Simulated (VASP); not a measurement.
Here is a VASP 6.6.1 calculation.

File POSCAR:

```
BN
1.0
    0.0000000000      1.8048245542      1.8048245542
    1.8048245542      0.0000000000      1.8048245542
    1.8048245542      1.8048245542      0.0000000000
B N
1 1
Direct
    0.0000000000      0.0000000000      0.0000000000
    0.2500000000      0.2500000000      0.2500000000
```

File INCAR.step1:

```
PREC     = Accurate       # precision mode
ENCUT    = 520            # plane-wave cutoff, eV
EDIFF    = 1E-5           # SCF threshold, eV
ISMEAR   = 0              # smearing method
SIGMA    = 0.01           # smearing width, eV
LREAL    = F              # projectors in reciprocal space
LASPH    = T              # aspherical terms in the spheres
NELM     = 80             # most SCF steps
ALGO     = Normal         # electronic algorithm
ISIF     = 2              # what is computed and relaxed
LWAVE    = T              # write WAVECAR
LCHARG   = F              # write CHGCAR
GGA      = PE             # functional
NBANDS   = 11             # bands
```

The input INCAR.step2:

```
PREC     = Accurate       # precision mode
ENCUT    = 520            # plane-wave cutoff, eV
EDIFF    = 1E-7           # SCF threshold, eV
ISMEAR   = 0              # smearing method
SIGMA    = 0.01           # smearing width, eV
LREAL    = F              # projectors in reciprocal space
LASPH    = T              # aspherical terms in the spheres
NELM     = 80             # most SCF steps
ALGO     = Normal         # electronic algorithm
ISIF     = 2              # what is computed and relaxed
LWAVE    = F              # write WAVECAR
LCHARG   = F              # write CHGCAR
GGA      = PE             # functional
LHFCALC  = T              # exact exchange
HFSCREEN = 0.2079         # screening, 1/A
PRECFOCK = Normal       
ISTART   = 1            
NBANDS   = 11             # bands
```

KPOINTS

```
Automatic mesh
0
Gamma
  8 8 8
```

Potentials or basis: VASP PAW PBE potentials, release 64 (B, N).

The run is started by

```sh
$ cat potpaw_PBE.64/B/POTCAR potpaw_PBE.64/N/POTCAR > POTCAR
$ cp INCAR.step1 INCAR
$ mpirun -np 1 vasp_std > vasp.out
$ cp INCAR.step2 INCAR
$ mpirun -np 1 vasp_std > vasp.out
```

(1) What does it give for the pressure?

(2) Estimate the band gap on the k mesh.

Answers

(1) -3.9 GPa.

(2) 5.78 eV (least direct gap 10.57 eV).

Caveat: the cell stands under tension; the PAW data sets were made with another functional, which shifts forces and pressure a little.
